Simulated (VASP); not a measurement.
Here is a VASP 6.6.1 calculation.

File INCAR:

```
SYSTEM = SnO
PREC = Accurate ; ENCUT = 520
EDIFF = 1E-7 ; ISMEAR = 0
SIGMA = 0.15 ; LREAL = .False.
LASPH = .True. ; NELM = 100
ALGO = Normal ; ISIF = 2
LWAVE = .False. ; LCHARG = .True.
GGA = PS ; LELF = .True.
LVHAR = .True. ; NBANDS = 50
```

The input KPOINTS:

```
regular mesh
0
Gamma
  10 10 4
  0 0 0
```

File POSCAR:

```
SnO
1.0
    2.6910265907     -2.6910263660     -0.0201826977
    2.6910265907      2.6910263660      0.0201826977
    0.0000000000      0.0712707729      9.5027697182
Sn O
4 4
Direct
    0.7500077544      0.2499922456      0.8712316868
    0.2499922456      0.7500077544      0.1287683132
    0.7499922456      0.2500077544      0.3712316868
    0.2500077544      0.7499922456      0.6287683132
    0.2499958225      0.2500041775      0.2500000000
    0.7500041775      0.7499958225      0.7500000000
    0.2500041775      0.2499958225      0.7500000000
    0.7499958225      0.7500041775      0.2500000000
```

Potentials or basis: VASP PAW PBE potentials, release 64 (Sn_d, O).

Run with:

```console
$ cat potpaw_PBE.64/Sn_d/POTCAR potpaw_PBE.64/O/POTCAR > POTCAR
$ mpirun -np 1 vasp_std > vasp.out
```

(1) What does it give for the largest force?

(2) What does it give for the band gap on the k mesh?

(3) What does it give for the pressure?

## Answers

(1) 0.129 eV/Å.

(2) zero (bands 40 and 41 overlap by 0.09 eV).

(3) 0.2 GPa.

Caveat: the cell differs from its parent crystal (strain +0.0150 x Voigt [0, 0, 0, 1, 0, 0]); semilocal functionals underestimate gaps, so a narrow gap can read as zero; the PAW data sets were made with another functional, which shifts forces and pressure a little; spin-orbit coupling is left out, which moves the levels of the heavy elements.
